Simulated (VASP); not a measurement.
Wanted: the native input for a VASP 6.6.1 run.

```
Task                   : single point
Functional             : PBE
Potentials or basis    : VASP PAW PBE potentials, release 64 (Ti_sv, Al)
Cutoff                 : 520 eV
k mesh                 : 10 × 10 × 10
Occupations            : fermi-dirac, width 0.05 eV
Spin                   : no spin polarisation
Dipole correction      : no
Further INCAR settings : ALGO = Fast; EDIFF = 1e-07; NBANDS = 18
```

The structure of TiAl3 lies in POSCAR:

```
TiAl3
1.0
   -1.9111067713      1.9111067713      4.2806687947
    1.9111067713     -1.9111067713      4.2806687947
    1.9111067713      1.9111067713     -4.2806687947
Ti Al
1 3
Direct
   -0.0096190000      0.0003760000     -0.0047860000
    0.2566370000      0.7534730000      0.5188220000
    0.7460380000      0.2426830000      0.4969250000
    0.5028580000      0.4875310000      0.0001400000
```

This cell differs from its parent crystal: atoms moved at random.

These files were run (other wordings do the same):

INCAR

```
  ALGO = Fast
  EDIFF = 1E-7
  ENCUT = 520
  GGA = PE
  ISIF = 2
  ISMEAR = -1
  LASPH = T
  LCHARG = F
  LREAL = F
  LWAVE = F
  NBANDS = 18
  NELM = 100
  PREC = Accurate
  SIGMA = 0.05
```

KPOINTS

```
k-points
0
Gamma
  10 10 10
```

Potentials or basis: VASP PAW PBE potentials, release 64 (Ti_sv, Al).

The run is started by

```console
$ cat potpaw_PBE.64/Ti_sv/POTCAR potpaw_PBE.64/Al/POTCAR > POTCAR
$ mpirun -np 1 vasp_std > vasp.out
```

It gave:

The pressure is 2.3 GPa, the largest force is 0.631 eV/Å and the band gap on the k mesh is zero (an odd number of electrons rules out a gap without spin polarisation).

Caveat: the cell differs from its parent crystal (atoms moved at random).

Run time: 53 min on 1 thread of Intel(R) Xeon(R) Platinum 8488C (Sapphire Rapids), with other jobs on the host, peak memory 0.66 GiB.
